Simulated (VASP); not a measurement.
# Ba2SbHO6 (Fm-3m) in VASP: single point with r2SCAN

Aim: the single point of Ba2SbHO6 with r2SCAN.

Everything below comes from runs of VASP 6.6.1. Logs are shortened: lines on timing, memory, paths and dates and some standing lists are left out, and cuts for length are marked.

### Step 1. The cell of the first run

Symmetry: Fm-3m, No. 225, cubic system. The conventional cell has a = 8.008 Å, b = 8.008 Å, c = 8.008 Å, α = 90.00°, β = 90.00°, γ = 90.00°. Within 2.5 Å of Sb (site symmetry m-3m) lie 6 O at 1.88 Å. Within 3.7 Å of Ba (site symmetry -43m) lie 12 O at 2.83 Å and 4 Sb at 3.47 Å and 4 H at 3.47 Å. Within 2.5 Å of O (site symmetry 4mm) lie 1 Sb at 1.88 Å and 1 H at 2.12 Å. H (site symmetry m-3m) has 6 O at 2.12 Å within 2.8 Å.

### Step 2. Single point, r2SCAN

File POSCAR:

```
Ba2SbHO6
1.0
    0.0000000000      4.0042480000      4.0042480000
    4.0042480000      0.0000000000      4.0042480000
    4.0042480000      4.0042480000      0.0000000000
Sb Ba O H
1 2 6 1
Direct
    0.0000000000      0.0000000000      0.0000000000
    0.2500000000      0.2500000000      0.2500000000
    0.7500000000      0.7500000000      0.7500000000
    0.7650000000      0.2350000000      0.2350000000
    0.2350000000      0.7650000000      0.2350000000
    0.2350000000      0.7650000000      0.7650000000
    0.7650000000      0.2350000000      0.7650000000
    0.2350000000      0.2350000000      0.7650000000
    0.7650000000      0.7650000000      0.2350000000
    0.5000000000      0.5000000000      0.5000000000
```

File INCAR.step1:

```
SYSTEM = Ba2SbHO6
ALGO = Normal
EDIFF = 1E-4
ENCUT = 520
GGA = PE
ISMEAR = -1
LASPH = .True.
LCHARG = .False.
LREAL = .False.
LWAVE = .True.
NBANDS = 42
NELM = 80
PREC = Accurate
SIGMA = 0.1
```

File INCAR.step2:

```
SYSTEM = Ba2SbHO6
ALGO = Normal
EDIFF = 1E-6
ENCUT = 520
ISIF = 2
ISMEAR = -1
ISTART = 1
LASPH = .True.
LCHARG = .False.
LMIXTAU = .True.
LREAL = .False.
LWAVE = .False.
METAGGA = R2SCAN
NBANDS = 42
NELM = 80
PREC = Accurate
SIGMA = 0.1
```

File KPOINTS:

```
k-points
0
Gamma
  7 7 7
  0 0 0
```

Potentials or basis: VASP PAW PBE potentials, release 64 (Sb, Ba_sv, O, H).

Launch:

```sh
> cat potpaw_PBE.64/Sb/POTCAR potpaw_PBE.64/Ba_sv/POTCAR potpaw_PBE.64/O/POTCAR potpaw_PBE.64/H/POTCAR > POTCAR
> cp INCAR.step1 INCAR
> mpirun -np 1 vasp_std > vasp.out
> cp INCAR.step2 INCAR
> mpirun -np 1 vasp_std > vasp.out
```

OUTCAR:

```text
SYSTEM = Ba2SbHO6
   EDIFF = 1E-6
   ENCUT = 520
   ISIF = 2
   ISMEAR = -1
   ISTART = 1
   LASPH = .True.
   LREAL = .False.
   METAGGA = R2SCAN
   NELM = 80
   PREC = Accurate

 ion  position               nearest neighbor table
   1  0.000  0.000  0.000-   4 1.88   5 1.88   6 1.88   7 1.88   8 1.88   9 1.88   3 3.47   3 3.47
                             3 3.47   2 3.47   2 3.47   2 3.47   3 3.47   2 3.47
   2  0.250  0.250  0.250-   4 2.83   7 2.83   9 2.83   5 2.83   6 2.83   9 2.83   6 2.83   7 2.83
                             8 2.83   4 2.83   5 2.83   8 2.83   1 3.47   1 3.47   1 3.47   1 3.47
   3  0.750  0.750  0.750-   6 2.83   7 2.83   9 2.83   4 2.83   5 2.83   9 2.83   4 2.83   7 2.83
                             8 2.83   5 2.83   6 2.83   8 2.83   1 3.47   1 3.47   1 3.47   1 3.47
   4  0.765  0.235  0.235-   1 1.88   3 2.83   3 2.83   2 2.83   2 2.83
   5  0.235  0.765  0.235-   1 1.88   3 2.83   3 2.83   2 2.83   2 2.83
   6  0.235  0.765  0.765-   1 1.88   3 2.83   3 2.83   2 2.83   2 2.83
   7  0.765  0.235  0.765-   1 1.88   3 2.83   3 2.83   2 2.83   2 2.83
   8  0.235  0.235  0.765-   1 1.88   3 2.83   3 2.83   2 2.83   2 2.83
   9  0.765  0.765  0.235-   1 1.88   3 2.83   3 2.83   2 2.83   2 2.83
  10  0.500  0.500  0.500-

  LATTYP: Found a face centered cubic cell.
 ALAT       =     8.0084960000

  Lattice vectors:

 A1 = (   0.0000000000,   4.0042480000,   4.0042480000)
 A2 = (   4.0042480000,   0.0000000000,   4.0042480000)
 A3 = (   4.0042480000,   4.0042480000,   0.0000000000)

Analysis of symmetry for initial positions (statically):
=====================================================================
 Subroutine PRICEL returns:
 Original cell was already a primitive cell.

 Routine SETGRP: Setting up the symmetry group for a
 face centered cubic supercell.

 Subroutine GETGRP returns: Found 48 space group operations
 (whereof 48 operations were pure point group operations)
 out of a pool of 48 trial point group operations.

The static configuration has the point symmetry O_h .

Analysis of symmetry for dynamics (positions and initial velocities):
=====================================================================
 Subroutine PRICEL returns:
 Original cell was already a primitive cell.

 Routine SETGRP: Setting up the symmetry group for a
 face centered cubic supercell.

 Subroutine GETGRP returns: Found 48 space group operations
 (whereof 48 operations were pure point group operations)
 out of a pool of 48 trial point group operations.

The dynamic configuration has the point symmetry O_h .

 Subroutine INISYM returns: Found 48 space group operations
 (whereof 48 operations are pure point group operations),
 and found     1 'primitive' translations

----------------------------------------------------------------------------------------

                                     Primitive cell

  volume of cell :     128.4082

  direct lattice vectors                    reciprocal lattice vectors
     0.000000000  4.004248000  4.004248000    -0.124867391  0.124867391  0.124867391
     4.004248000  0.000000000  4.004248000     0.124867391 -0.124867391  0.124867391
     4.004248000  4.004248000  0.000000000     0.124867391  0.124867391 -0.124867391

  length of vectors
     5.662861829  5.662861829  5.662861829     0.216276665  0.216276665  0.216276665

  position of ions in fractional coordinates (direct lattice)
     0.000000000  0.000000000  0.000000000
     0.250000000  0.250000000  0.250000000
     0.750000000  0.750000000  0.750000000
     0.765000000  0.235000000  0.235000000
     0.235000000  0.765000000  0.235000000
     0.235000000  0.765000000  0.765000000
     0.765000000  0.235000000  0.765000000
     0.235000000  0.235000000  0.765000000
     0.765000000  0.765000000  0.235000000
     0.500000000  0.500000000  0.500000000

  ion indices of the primitive-cell ions
   primitive index   ion index
                 1           1
                 2           2
                 3           3
                 4           4
                 5           5
                 6           6
                 7           7
                 8           8
                 9           9
                10          10

----------------------------------------------------------------------------------------

 KPOINTS: k-points

Automatic generation of k-mesh.
 Grid dimensions read from file:
 generate k-points for:    7    7    7

 Generating k-lattice:

  Cartesian coordinates                     Fractional coordinates (reciprocal lattice)
    -0.017838199  0.017838199  0.017838199     0.142857143  0.000000000  0.000000000
     0.017838199 -0.017838199  0.017838199     0.000000000  0.142857143  0.000000000
     0.017838199  0.017838199 -0.017838199     0.000000000  0.000000000  0.142857143

  Length of vectors
     0.030896666  0.030896666  0.030896666

  Shift w.r.t. Gamma in fractional coordinates (k-lattice)
     0.000000000  0.000000000  0.000000000

 Subroutine IBZKPT returns following result:
 ===========================================

 Found     20 irreducible k-points:

 Following reciprocal coordinates:
            Coordinates               Weight
  0.000000  0.000000  0.000000      1.000000
  0.142857  0.000000  0.000000      8.000000
  0.285714  0.000000  0.000000      8.000000
  0.428571  0.000000  0.000000      8.000000
  0.142857  0.142857  0.000000      6.000000
  0.285714  0.142857  0.000000     24.000000
[... 12 lines left out ...]
 -0.428571  0.428571  0.142857     24.000000
 -0.285714  0.428571  0.142857     24.000000
   k-points           NKPTS =     20   k-points in BZ     NKDIM =     20   number of bands    NBANDS=     42
   number of dos      NEDOS =    301   number of ions     NIONS =     10
   total plane-waves  NPLWV =  74088
   dimension x,y,z NGX =    42 NGY =   42 NGZ =   42
   dimension x,y,z NGXF=    84 NGYF=   84 NGZF=   84
   ions per type =               1   2   6   1
   NGX,Y,Z   is equivalent  to a cutoff of  12.33, 12.33, 12.33 a.u.
   NGXF,Y,Z  is equivalent  to a cutoff of  24.66, 24.66, 24.66 a.u.
 SYSTEM =  Ba2SbHO6
   PREC   = accura    normal or accurate (medium, high low for compatibility)
   ISTART =      1    job   : 0-new  1-cont  2-samecut
   ICHARG =      0    charge: 1-file 2-atom 10-const
   ISPIN  =      1    spin polarized calculation?
   LNONCOLLINEAR =      F non collinear calculations
   LSORBIT =      F    spin-orbit coupling
   LASPH  =      T    aspherical Exc in radial PAW
   ENCUT  =  520.0 eV  38.22 Ry    6.18 a.u.  10.53 10.53 10.53*2*pi/ulx,y,z
   NELM   =     80;   NELMIN=  2; NELMDL=  0     # of ELM steps
   EDIFF  = 0.1E-05   stopping-criterion for ELM
   LREAL  =      F    real-space projection
   EDIFFG = 0.1E-04   stopping-criterion for IOM
   NSW    =      0    number of steps for IOM
   IBRION =     -1    ionic relax: 0-MD 1-quasi-New 2-CG
   NFREE  =      0    steps in history (QN), initial steepest desc. (CG)
   ISIF   =      2    stress and relaxation
   ISYM   =      2    0-nonsym 1-usesym 2-fastsym
   POTIM  = 0.5000    time-step for ionic-motion
   TEBEG  =    0.0;   TEEND  =   0.0 temperature during run
   PSTRESS=    0.0 pullay stress
   NELECT =      62.0000    total number of electrons
   NUPDOWN=      -1.0000    fix difference up-down
   EMIN   =  10.00;   EMAX   =-10.00  energy-range for DOS
   EFERMI =   0.00;   METHOD = LEGACY
   ISMEAR =    -1;   SIGMA  =   0.10  broadening in eV -4-tet -1-fermi 0-gaus
   EFERMI_NEDOS =   21; number of points for ismear=-14 and -15
   IALGO  =     38    algorithm
   IMIX   =      4    mixing-type and parameters
     AMIX     =   0.40;   BMIX     =  1.00
     AMIX_MAG =   1.60;   BMIX_MAG =  1.00
  volume/ion in A,a.u.               =      12.84        86.65
  Fermi-wavevector in a.u.,A,eV,Ry     =   1.284323  2.427019 22.442631  1.649487
  Thomas-Fermi vector in A             =   2.416524
   LORBIT       =      0    0 simple, 1 ext, 2 COOP (PROOUT), +10 PAW based schemes
   METAGGA = R2SCAN    functional components
   LHFCALC =     F    Hartree Fock is set to
   AEXX    =    0.0000 exact exchange contribution
   IVDW    =     0    specifies the selected vdW correction
   LEPSILON=     F    determine dielectric tensor
   LRPA    =     F    only Hartree local field effects (RPA)
 non-spin polarized calculation
  energy-cutoff  :      520.00
  volume of cell :      128.41
 maximum number of plane-waves:      3491
 NGX is ok and might be reduce to    42
   NGX = 21   NGY = 21   NGZ = 21

 number of electron      61.9999998 magnetization

 Free energy of the ion-electron system (eV)
  ---------------------------------------------------
  ext. energy  EPLUGINS =         0.00000000
  ---------------------------------------------------
  free energy    TOTEN  =      -131.41842184 eV

  energy without entropy =     -131.12453999  energy(sigma->0) =     -131.27148092

 E-fermi :   2.3584     XC(G=0): -11.2948

 val. band max:        2.3570160984   @ k =  -0.1429   0.1429   0.0000
 cond. band min:       2.3736664284   @ k =  -0.4286   0.4286   0.1429
 fundamental gap:      0.0166503299
 Fermi energy:         2.3584210639

 k-point     1 :       0.0000    0.0000    0.0000
  band No.  band energies     occupation
      1     -22.7400      2.00000
      2     -22.4309      2.00000
      3     -17.0613      2.00000
      4     -15.4287      2.00000
      5     -15.4287      2.00000
      6     -15.4287      2.00000
[... 34 lines left out ...]
     41      11.3319      0.00000
     42      11.3319      0.00000

 k-point     2 :       0.1429    0.0000    0.0000
  band No.  band energies     occupation
      1     -22.7193      2.00000
      2     -22.4409      2.00000
      3     -17.0893      2.00000
      4     -15.4751      2.00000
      5     -15.4204      2.00000
      6     -15.4204      2.00000
[... 34 lines left out ...]
     41      11.4990      0.00000
     42      11.5390      0.00000

 k-point     3 :       0.2857    0.0000    0.0000
  band No.  band energies     occupation
      1     -22.6643      2.00000
      2     -22.4717      2.00000
      3     -17.1525      2.00000
      4     -15.5746      2.00000
      5     -15.4005      2.00000
      6     -15.4005      2.00000
[... 34 lines left out ...]
     41      11.9095      0.00000
     42      11.9095      0.00000

 k-point     4 :       0.4286    0.0000    0.0000
  band No.  band energies     occupation
      1     -22.5925      2.00000
      2     -22.5237      2.00000
      3     -17.2038      2.00000
      4     -15.6501      2.00000
      5     -15.3829      2.00000
      6     -15.3829      2.00000
[... 664 lines left out ...]
     41      12.3351      0.00000
     42      12.5247      0.00000

 k-point    19 :      -0.4286    0.4286    0.1429
  band No.  band energies     occupation
      1     -22.5817      2.00000
      2     -22.5108      2.00000
      3     -17.2671      2.00000
      4     -15.5804      2.00000
      5     -15.5047      2.00000
      6     -15.3825      2.00000
[... 34 lines left out ...]
     41      12.6880      0.00000
     42      12.8946      0.00000

 k-point    20 :      -0.2857    0.4286    0.1429
  band No.  band energies     occupation
      1     -22.5513      2.00000
      2     -22.5399      2.00000
      3     -17.2694      2.00000
      4     -15.6061      2.00000
      5     -15.4567      2.00000
      6     -15.4267      2.00000
[... 34 lines left out ...]
     41      12.4242      0.00000
     42      12.7834      0.00000

------------------------ aborting loop because EDIFF is reached ----------------------------------------

  FORCE on cell =-STRESS in cart. coord.  units (eV):
  Direction    XX          YY          ZZ          XY          YZ          ZX
  --------------------------------------------------------------------------------------
  -------------------------------------------------------------------------------------
  Total       13.7662155     13.7662155     13.7662155      0.0000000     -0.0000000      0.0000000
  in kB      171.7640404    171.7640404    171.7640404      0.0000000     -0.0000000      0.0000000
  external PRESSURE =     171.7640404 kB  Pullay stress =       0.0000000 kB

 VOLUME and BASIS-vectors are now :
 -----------------------------------------------------------------------------
  energy-cutoff  :      520.00
  volume of cell :      128.41
      direct lattice vectors                 reciprocal lattice vectors
     0.000000000  4.004248000  4.004248000    -0.124867391  0.124867391  0.124867391
     4.004248000  0.000000000  4.004248000     0.124867391 -0.124867391  0.124867391
     4.004248000  4.004248000  0.000000000     0.124867391  0.124867391 -0.124867391

 POSITION                                       TOTAL-FORCE (eV/Angst)
 -----------------------------------------------------------------------------------
      0.00000      0.00000      0.00000         0.000000     -0.000000      0.000000
      2.00212      2.00212      2.00212         0.000000     -0.000000     -0.000000
      6.00637      6.00637      6.00637        -0.000000     -0.000000      0.000000
      1.88200      4.00425      4.00425         2.937723     -0.000000      0.000000
      4.00425      1.88200      4.00425         0.000000      2.937723      0.000000
      6.12650      4.00425      4.00425        -2.937723     -0.000000      0.000000
      4.00425      6.12650      4.00425         0.000000     -2.937723      0.000000
      4.00425      4.00425      1.88200         0.000000     -0.000000      2.937723
      4.00425      4.00425      6.12650         0.000000     -0.000000     -2.937723
      4.00425      4.00425      4.00425         0.000000     -0.000000     -0.000000
 -----------------------------------------------------------------------------------
    total drift:                               -0.000000     -0.000000      0.000000

  FREE ENERGIE OF THE ION-ELECTRON SYSTEM (eV)
  ---------------------------------------------------
  free  energy   TOTEN  =      -131.4184218442 eV

  energy  without entropy=     -131.1245399865  energy(sigma->0) =     -131.27148092
```

Run time: 6.5 min. Hardware: 1 thread of AMD EPYC 7R13 (Zen 3), shared host; peak memory 0.31 GiB.

Results:

| Property | Result |
| --- | --- |
| Free energy | -131.4184 eV |
| Pressure | 17.2 GPa |
| Largest force | 2.938 eV/Å |
| Band gap on the k mesh | zero (bands 31 and 32 overlap by 0.26 eV) |

Forces in eV/Å, atoms in the order of the input:
```
Sb   0.000  0.000  0.000
Ba   0.000  0.000  0.000
Ba   0.000  0.000  0.000
O    2.938  0.000  0.000
O    0.000  2.938  0.000
O   -2.938  0.000  0.000
O    0.000 -2.938  0.000
O    0.000  0.000  2.938
O    0.000  0.000 -2.938
H    0.000  0.000  0.000
```

Caveat: the cell stands under pressure; the PAW data sets were made with another functional, which shifts forces and pressure a little; spin-orbit coupling is left out, which moves the levels of the heavy elements.
